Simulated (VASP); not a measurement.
# Cd (Im-3m) in VASP: further runs

Cd is run at these levels: PBEsol; tasks: relaxation of cell and atoms.

All numbers are computed with VASP 6.6.1; they aren't measurements. Logs are shortened: lines on timing, memory, paths and dates and some standing lists are left out, and cuts for length are marked.

## Step 1: The cell of the first run

Symmetry: Im-3m, No. 229, cubic system. Conventional cell: a = 2.734 Å, b = 2.734 Å, c = 2.734 Å, α = 90.00°, β = 90.00°, γ = 90.00°. Cd (site symmetry m-3m) has 14 Cd at 2.37 to 2.73 Å within 3.1 Å.

This isn't the form of Cd at room conditions, which is hcp.

## Step 2: Relaxation of cell and atoms, PBEsol, target pressure 310 GPa, at which the enthalpy is minimised

Input file INCAR:

```
SYSTEM = Cd
PREC = Accurate
ENCUT = 600
EDIFF = 1E-7
ISMEAR = -1
SIGMA = 0.1
LREAL = .FALSE.
LASPH = .TRUE.
NELM = 80
ALGO = Normal
ISIF = 3
LWAVE = .FALSE.
LCHARG = .FALSE.
GGA = PS
IBRION = 2
NSW = 60
EDIFFG = -0.005
PSTRESS = 3100.0
```

Input file KPOINTS:

```
Automatic mesh
0
G
  20 20 20
  0 0 0
```

Input file POSCAR:

```
Cd
1.0
   -1.3668595202      1.3668595202      1.3668595202
    1.3668595202     -1.3668595202      1.3668595202
    1.3668595202      1.3668595202     -1.3668595202
Cd
1
Direct
    0.0000000000      0.0000000000      0.0000000000
```

Potentials or basis: VASP PAW PBE potentials, release 64 (Cd).

The run is started by

```console
> cat potpaw_PBE.64/Cd/POTCAR > POTCAR
> mpirun -np 1 vasp_std > vasp.out
```

OUTCAR:

```text
SYSTEM = Cd
   PREC = Accurate
   ENCUT = 600
   EDIFF = 1E-7
   ISMEAR = -1
   LREAL = .FALSE.
   LASPH = .TRUE.
   NELM = 80
   ISIF = 3
   GGA = PS
   IBRION = 2
   NSW = 60
   EDIFFG = -0.005
   PSTRESS = 3100.0

 ion  position               nearest neighbor table
   1  0.000  0.000  0.000-

  LATTYP: Found a body centered cubic cell.
 ALAT       =     2.7337190404

  Lattice vectors:

 A1 = (  -1.3668595202,   1.3668595202,   1.3668595202)
 A2 = (   1.3668595202,  -1.3668595202,   1.3668595202)
 A3 = (   1.3668595202,   1.3668595202,  -1.3668595202)

Analysis of symmetry for initial positions (statically):
=====================================================================
 Subroutine PRICEL returns:
 Original cell was already a primitive cell.

 Routine SETGRP: Setting up the symmetry group for a
 body centered cubic supercell.

 Subroutine GETGRP returns: Found 48 space group operations
 (whereof 48 operations were pure point group operations)
 out of a pool of 48 trial point group operations.

The static configuration has the point symmetry O_h .

Analysis of symmetry for dynamics (positions and initial velocities):
=====================================================================
 Subroutine PRICEL returns:
 Original cell was already a primitive cell.

 Routine SETGRP: Setting up the symmetry group for a
 body centered cubic supercell.

 Subroutine GETGRP returns: Found 48 space group operations
 (whereof 48 operations were pure point group operations)
 out of a pool of 48 trial point group operations.

The dynamic configuration has the point symmetry O_h .

 Subroutine INISYM returns: Found 48 space group operations
 (whereof 48 operations are pure point group operations),
 and found     1 'primitive' translations

----------------------------------------------------------------------------------------

                                     Primitive cell

  volume of cell :      10.2148

  direct lattice vectors                    reciprocal lattice vectors
    -1.366859520  1.366859520  1.366859520     0.000000000  0.365802039  0.365802039
     1.366859520 -1.366859520  1.366859520     0.365802039  0.000000000  0.365802039
     1.366859520  1.366859520 -1.366859520     0.365802039  0.365802039  0.000000000

  length of vectors
     2.367470136  2.367470136  2.367470136     0.517322205  0.517322205  0.517322205

  position of ions in fractional coordinates (direct lattice)
     0.000000000  0.000000000  0.000000000

  ion indices of the primitive-cell ions
   primitive index   ion index
                 1           1

----------------------------------------------------------------------------------------

 KPOINTS: Automatic mesh

Automatic generation of k-mesh.
 Grid dimensions read from file:
 generate k-points for:   20   20   20

 Generating k-lattice:

  Cartesian coordinates                     Fractional coordinates (reciprocal lattice)
     0.000000000  0.018290102  0.018290102     0.050000000  0.000000000  0.000000000
     0.018290102  0.000000000  0.018290102     0.000000000  0.050000000  0.000000000
     0.018290102  0.018290102  0.000000000     0.000000000  0.000000000  0.050000000

  Length of vectors
     0.025866110  0.025866110  0.025866110

  Shift w.r.t. Gamma in fractional coordinates (k-lattice)
     0.000000000  0.000000000  0.000000000

 Subroutine IBZKPT returns following result:
 ===========================================

 Found    256 irreducible k-points:

 Following reciprocal coordinates:
            Coordinates               Weight
  0.000000  0.000000  0.000000      1.000000
  0.050000  0.000000  0.000000     12.000000
  0.100000  0.000000  0.000000     12.000000
  0.150000  0.000000  0.000000     12.000000
  0.200000  0.000000  0.000000     12.000000
  0.250000  0.000000  0.000000     12.000000
[... 16 lines left out ...]
  0.200000  0.100000 -0.000000     48.000000
  0.250000  0.100000  0.000000     48.000000
 [... further k-points ...]
   k-points           NKPTS =    256   k-points in BZ     NKDIM =    256   number of bands    NBANDS=     10
   number of dos      NEDOS =    301   number of ions     NIONS =      1
   total plane-waves  NPLWV =   8000
   dimension x,y,z NGX =    20 NGY =   20 NGZ =   20
   dimension x,y,z NGXF=    40 NGYF=   40 NGZF=   40
   ions per type =               1
   NGX,Y,Z   is equivalent  to a cutoff of  14.04, 14.04, 14.04 a.u.
   NGXF,Y,Z  is equivalent  to a cutoff of  28.09, 28.09, 28.09 a.u.
 SYSTEM =  Cd
   PREC   = accura    normal or accurate (medium, high low for compatibility)
   ISTART =      0    job   : 0-new  1-cont  2-samecut
   ICHARG =      2    charge: 1-file 2-atom 10-const
   ISPIN  =      1    spin polarized calculation?
   LNONCOLLINEAR =      F non collinear calculations
   LSORBIT =      F    spin-orbit coupling
   LASPH  =      T    aspherical Exc in radial PAW
   ENCUT  =  600.0 eV  44.10 Ry    6.64 a.u.   4.73  4.73  4.73*2*pi/ulx,y,z
   NELM   =     80;   NELMIN=  2; NELMDL= -5     # of ELM steps
   EDIFF  = 0.1E-06   stopping-criterion for ELM
   LREAL  =      F    real-space projection
   EDIFFG = -.5E-02   stopping-criterion for IOM
   NSW    =     60    number of steps for IOM
   IBRION =      2    ionic relax: 0-MD 1-quasi-New 2-CG
   NFREE  =      1    steps in history (QN), initial steepest desc. (CG)
   ISIF   =      3    stress and relaxation
   ISYM   =      2    0-nonsym 1-usesym 2-fastsym
   POTIM  = 0.5000    time-step for ionic-motion
   TEBEG  =    0.0;   TEEND  =   0.0 temperature during run
   PSTRESS= 3100.0 pullay stress
   NELECT =      12.0000    total number of electrons
   NUPDOWN=      -1.0000    fix difference up-down
   EMIN   =  10.00;   EMAX   =-10.00  energy-range for DOS
   EFERMI =   0.00;   METHOD = LEGACY
   ISMEAR =    -1;   SIGMA  =   0.10  broadening in eV -4-tet -1-fermi 0-gaus
   EFERMI_NEDOS =   21; number of points for ismear=-14 and -15
   IALGO  =     38    algorithm
   IMIX   =      4    mixing-type and parameters
     AMIX     =   0.40;   BMIX     =  1.00
     AMIX_MAG =   1.60;   BMIX_MAG =  1.00
  volume/ion in A,a.u.               =      10.21        68.93
  Fermi-wavevector in a.u.,A,eV,Ry     =   1.727394  3.264301 40.598281  2.983889
  Thomas-Fermi vector in A             =   2.802526
   LORBIT       =      0    0 simple, 1 ext, 2 COOP (PROOUT), +10 PAW based schemes
   GGA     = PS    functional components
   LHFCALC =     F    Hartree Fock is set to
   AEXX    =    0.0000 exact exchange contribution
   IVDW    =     0    specifies the selected vdW correction
   LEPSILON=     F    determine dielectric tensor
   LRPA    =     F    only Hartree local field effects (RPA)
 conjugate gradient relaxation of ions
 non-spin polarized calculation
  energy-cutoff  :      600.00
  volume of cell :       10.21
 maximum number of plane-waves:       370
   NGX =  9   NGY =  9   NGZ =  9

--------------------------------------- Ionic step        1  -------------------------------------------

 number of electron      12.0000005 magnetization

 Free energy of the ion-electron system (eV)
  ---------------------------------------------------
  ext. energy  EPLUGINS =         0.00000000
  ---------------------------------------------------
  free energy    TOTEN  =         4.04131508 eV

  energy without entropy =        4.04955521  energy(sigma->0) =        4.04543514

------------------------ aborting loop because EDIFF is reached ----------------------------------------

  FORCE on cell =-STRESS in cart. coord.  units (eV):
  Direction    XX          YY          ZZ          XY          YZ          ZX
  --------------------------------------------------------------------------------------
  -------------------------------------------------------------------------------------
  Total       20.7106265     20.7106265     20.7106265      0.0000000      0.0000000      0.0000000
  in kB     3248.4200382   3248.4200382   3248.4200382      0.0000000      0.0000000      0.0000000
  external PRESSURE =     148.4200382 kB  Pullay stress =    3100.0000000 kB

 VOLUME and BASIS-vectors are now :
 -----------------------------------------------------------------------------
  energy-cutoff  :      600.00
  volume of cell :       10.21
      direct lattice vectors                 reciprocal lattice vectors
    -1.366859520  1.366859520  1.366859520     0.000000000  0.365802039  0.365802039
     1.366859520 -1.366859520  1.366859520     0.365802039  0.000000000  0.365802039
     1.366859520  1.366859520 -1.366859520     0.365802039  0.365802039  0.000000000
[... 81 lines left out ...]
  FREE ENERGIE OF THE ION-ELECTRON SYSTEM (eV)
  ---------------------------------------------------
  free  energy   TOTEN  =         3.7924348835 eV

  energy  without entropy=        3.8009708031  energy(sigma->0) =        3.79670284

  enthalpy is  TOTEN    =        23.8003542077 eV   P V=       20.0079193242

--------------------------------------- Ionic step        4  -------------------------------------------

 number of electron      12.0000004 magnetization

 Free energy of the ion-electron system (eV)
  ---------------------------------------------------
  ext. energy  EPLUGINS =         0.00000000
  ---------------------------------------------------
  free energy    TOTEN  =         3.80949635 eV

  energy without entropy =        3.81801383  energy(sigma->0) =        3.81375509

 E-fermi :  13.4678     XC(G=0): -15.7369

 val. band max:       13.4582142988   @ k =   0.4500   0.1000   0.0000
 cond. band min:      13.4806987813   @ k =   0.5000   0.5000   0.1000
 fundamental gap:      0.0224844825
 Fermi energy:        13.4678456727

 k-point     1 :       0.0000    0.0000    0.0000
  band No.  band energies     occupation
      1      -5.5571      2.00000
      2      -2.3529      2.00000
      3      -2.3529      2.00000
      4      -2.3529      2.00000
      5       0.2103      2.00000
      6       0.2103      2.00000
      7      29.4394      0.00000
      8      29.4394      0.00000
      9      29.4394      0.00000
     10      38.2436      0.00000

 k-point     2 :       0.0500    0.0000    0.0000
  band No.  band energies     occupation
      1      -5.4329      2.00000
      2      -2.3935      2.00000
      3      -2.3465      2.00000
      4      -2.2612      2.00000
      5       0.1624      2.00000
      6       0.2136      2.00000
      7      29.2375      0.00000
      8      29.4267      0.00000
      9      29.5544      0.00000
     10      37.4703      0.00000
[... 274 lines left out ...]
 k-point    24 :       0.2500    0.1000    0.0000
  band No.  band energies     occupation
      1      -3.9802      2.00000
      2      -3.2741      2.00000
      3      -1.0959      2.00000
      4      -0.2477      2.00000
      5       0.4754      2.00000
      6       1.8194      2.00000
      7      20.8921      0.00000
      8      24.7447      0.00000
      9      29.0947      0.00000
     10      32.5100      0.00000

 [... further k-points ...]

------------------------ aborting loop because EDIFF is reached ----------------------------------------

  FORCE on cell =-STRESS in cart. coord.  units (eV):
  Direction    XX          YY          ZZ          XY          YZ          ZX
  --------------------------------------------------------------------------------------
  -------------------------------------------------------------------------------------
  Total       19.9902898     19.9902898     19.9902898      0.0000000      0.0000000      0.0000000
  in kB     3099.9168239   3099.9168239   3099.9168239      0.0000000      0.0000000      0.0000000
  external PRESSURE =      -0.0831761 kB  Pullay stress =    3100.0000000 kB

 VOLUME and BASIS-vectors are now :
 -----------------------------------------------------------------------------
  energy-cutoff  :      600.00
  volume of cell :       10.33
      direct lattice vectors                 reciprocal lattice vectors
    -1.372060346  1.372060346  1.372060346     0.000000000  0.364415458  0.364415458
     1.372060346 -1.372060346  1.372060346     0.364415458  0.000000000  0.364415458
     1.372060346  1.372060346 -1.372060346     0.364415458  0.364415458  0.000000000

 POSITION                                       TOTAL-FORCE (eV/Angst)
 -----------------------------------------------------------------------------------
      0.00000     -0.00000      0.00000         0.000000      0.000000      0.000000
 -----------------------------------------------------------------------------------
    total drift:                                0.000000     -0.000000     -0.000000

  FREE ENERGIE OF THE ION-ELECTRON SYSTEM (eV)
  ---------------------------------------------------
  free  energy   TOTEN  =         3.8094963503 eV

  energy  without entropy=        3.8180138250  energy(sigma->0) =        3.81375509

  enthalpy is  TOTEN    =        23.8003224818 eV   P V=       19.9908261315

 reached required accuracy - stopping structural energy minimisation
```

Run time: 2.5 min. Hardware: 1 thread of AMD EPYC 7R13, shared host; peak memory 0.13 GiB.

Results:

```
Free energy                                                : 3.8095 eV
Relaxed volume                                             : 10.33 Å³/atom
Relaxed cell                                               : a = 2.376 Å, b = 2.376 Å, c = 2.376 Å, α = 109.47°, β = 109.47°, γ = 109.47°
Space group after relaxing (to 0.1 Å)                      : Im-3m (No. 229)
Energy change on relaxing (the run minimises the enthalpy) : -231.8 meV/atom
Ionic steps                                                : 4
Pressure after relaxing                                    : 310.0 GPa
Band gap on the k mesh                                     : zero (bands 6 and 7 overlap by 2.60 eV)
```

Step by step:
| step | energy change (eV) | largest force (eV/Å) | pressure (GPa) | volume (Å³) |
| --- | --- | --- | --- | --- |
| 1 | 0.0000 | 0.0000 | 324.84 | 10.21 |
| 2 | -2.2571 | 0.0000 | 183.93 | 11.68 |
| 3 | -0.2489 | 0.0000 | 308.90 | 10.34 |
| 4 | -0.2318 | 0.0000 | 309.99 | 10.33 |

Final structure:
```cif
data_structure
_symmetry_space_group_name_H-M 'P 1'
_symmetry_Int_Tables_number 1
_cell_length_a 2.3765
_cell_length_b 2.3765
_cell_length_c 2.3765
_cell_angle_alpha 109.471
_cell_angle_beta 109.471
_cell_angle_gamma 109.471
_cell_volume 10.33
loop_
_atom_site_label
_atom_site_type_symbol
_atom_site_fract_x
_atom_site_fract_y
_atom_site_fract_z
_atom_site_occupancy
Cd1 Cd 0.00000 0.00000 0.00000 1
```

Levels at points of the mesh, in eV from the Fermi level:
```csv
k point,band 3,band 4,band 5,band 6,band 7,band 8,band 9,band 10
"(0.00, 0.00, 0.00)",-15.82,-15.82,-13.26,-13.26,15.97,15.97,15.97,24.78
"(0.50, 0.00, 0.00)",-13.32,-12.97,-11.24,-8.23,-0.02,9.93,13.77,20.04
"(0.50, 0.50, 0.50)",-11.73,-11.73,-11.73,2.13,2.13,2.13,11.39,11.39
```

Caveat: the cell is relaxed towards a set pressure, so the run minimises the enthalpy, not the energy; the PAW data sets were made with another functional, which shifts forces and pressure a little.

(Part 1 of 2 ends here.)
